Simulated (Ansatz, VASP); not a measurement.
**One calculation of NaH, two programs**

The input POSCAR:

```
NaH
1.0
    0.0000000000      2.4209499197      2.4209499197
    2.4209499197      0.0000000000      2.4209499197
    2.4209499197      2.4209499197      0.0000000000
Na H
1 1
Direct
    0.0000000000      0.0000000000      0.0000000000
    0.5000000000      0.5000000000      0.5000000000
```

INCAR.step1

```
PREC = Accurate ; ENCUT = 520
ISMEAR = 0 ; SIGMA = 0.02
LREAL = False ; LASPH = True
NELM = 100 ; NBANDS = 11
GGA = PE ; ALGO = Normal
EDIFF = 1E-4 ; LWAVE = True
LCHARG = False
```

The input INCAR.step2:

```
PREC = Accurate ; ENCUT = 520
EDIFF = 1E-7 ; ISMEAR = 0
SIGMA = 0.02 ; LREAL = False
LASPH = True ; NELM = 100
ALGO = Normal ; ISIF = 2
LWAVE = False ; LCHARG = False
METAGGA = R2SCAN ; LMIXTAU = True
NBANDS = 11 ; ISTART = 1
```

The input KPOINTS:

```
Automatic mesh
0
Gamma
  8 8 8
```

Input for Ansatz:

```yaml
crystal:
  lattice:
    - [0.0, 2.4209499197, 2.4209499197]
    - [2.4209499197, 0.0, 2.4209499197]
    - [2.4209499197, 2.4209499197, 0.0]
  atoms:
    - { symbol: Na, position: [0.0, 0.0, 0.0] }
    - { symbol: H, position: [0.5, 0.5, 0.5] }
basis:
  ecutwfc: 500
kpoints:
  mp_grid: { grid: [8, 8, 8] }
hamiltonian:
  xc: r2scan
scf:
  occupations: { method: gaussian, width: 0.02 }
output:
  forces: true
  stress: true
  eigenvalues: true
```

Alike in both runs: task single point; functional r2SCAN; k mesh 8 × 8 × 8; occupations gaussian, width 0.02 eV; no spin polarisation.

|  | VASP | Ansatz |
| --- | --- | --- |
| version | VASP 6.6.1 | Ansatz 0.2.0 |
| potentials or method | VASP PAW PBE potentials, release 64 (Na_pv, H), cutoff 520 eV | scalar-relativistic, plane waves, PAW |
| valence electrons in the cell | 8 | 10 |

VASP gave:

- gap on the k mesh at the Fermi level (eV): 4.36
- least direct gap on the mesh (eV): 5.19
- pressure (GPa): -0.8

Problem. Estimate Ansatz's values.

Solution. gap on the k mesh at the Fermi level (eV): 4.35; least direct gap on the mesh (eV): 5.20; pressure (GPa): -0.7.

VASP's potentials were made for PBE, not for r2SCAN. VASP's potentials hold 8 valence electrons a cell and Ansatz's 10, so a difference there can come from the potentials and not from the codes.
